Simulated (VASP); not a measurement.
# SiGe4: single point with PBE

The system is SiGe4.

```xyz
10
Lattice="3.0060 0.0000 0.0000 -1.5030 2.6033 0.0000 0.0000 0.0000 23.5977" Properties=species:S:1:pos:R:3 pbc="T T T"
Si    0.0000    1.7355   18.8782
Si    0.0000    1.7355    4.7195
Ge    0.0000    1.7355   14.1586
Ge    0.0000    1.7355    0.0000
Ge    0.0000    1.7355    9.4391
Ge    1.5030    0.8678   16.5184
Ge    1.5030    0.8678   21.2380
Ge    1.5030    0.8678    2.3598
Ge    1.5030    0.8678    7.0793
Ge    1.5030    0.8678   11.7989
```

```
Program                : VASP 6.6.1
Task                   : single point
Functional             : PBE
Potentials or basis    : VASP PAW PBE potentials, release 64 (Si, Ge_d)
Cutoff                 : 520 eV
k mesh                 : 6 × 6 × 1
Occupations            : gaussian, width 0.1 eV
Spin                   : no spin polarisation
Dipole correction      : no
Further INCAR settings : ALGO = Normal; EDIFF = 1e-07; NBANDS = 71
```

- Pressure: 0.0 GPa
- Largest force: 0.436 eV/Å
- Band gap on the k mesh: zero (bands 60 and 61 overlap by 8.31 eV)

Forces in eV/Å, atoms in the order of the input:
```
Si   0.000  0.000 -0.009
Si   0.000  0.000  0.009
Ge   0.000  0.000 -0.015
Ge   0.000  0.000  0.000
Ge   0.000  0.000  0.015
Ge   0.000  0.000  0.436
Ge   0.000  0.000 -0.419
Ge   0.000  0.000  0.419
Ge   0.000  0.000 -0.436
Ge   0.000  0.000  0.000
```

Stress tensor (GPa, compression positive):
```
 2.01  0.00  0.00
 0.00  2.01  0.00
 0.00  0.00 -4.03
```

Levels at points of the mesh, in eV from the Fermi level:
| k point | band 56 | band 57 | band 58 | band 59 | band 60 | band 61 | band 62 | band 63 | band 64 | band 65 |
| --- | --- | --- | --- | --- | --- | --- | --- | --- | --- | --- |
| (0.00, 0.00, 0.00) | 3.84 | 3.85 | 6.30 | 6.30 | 6.43 | 6.43 | 6.63 | 6.63 | 7.08 | 7.08 |
| (0.50, 0.00, 0.00) | -3.76 | -2.61 | -2.51 | -2.11 | -1.15 | -0.94 | 1.17 | 1.27 | 1.32 | 2.34 |

Wall time 3.1 min on 1 thread of Intel(R) Xeon(R) Platinum 8488C (Sapphire Rapids), with other jobs on the host, peak memory 0.32 GiB.

Caveat: the k points lie up to 0.40 Å⁻¹ apart, too coarse for converged energies and pressures of a metal.
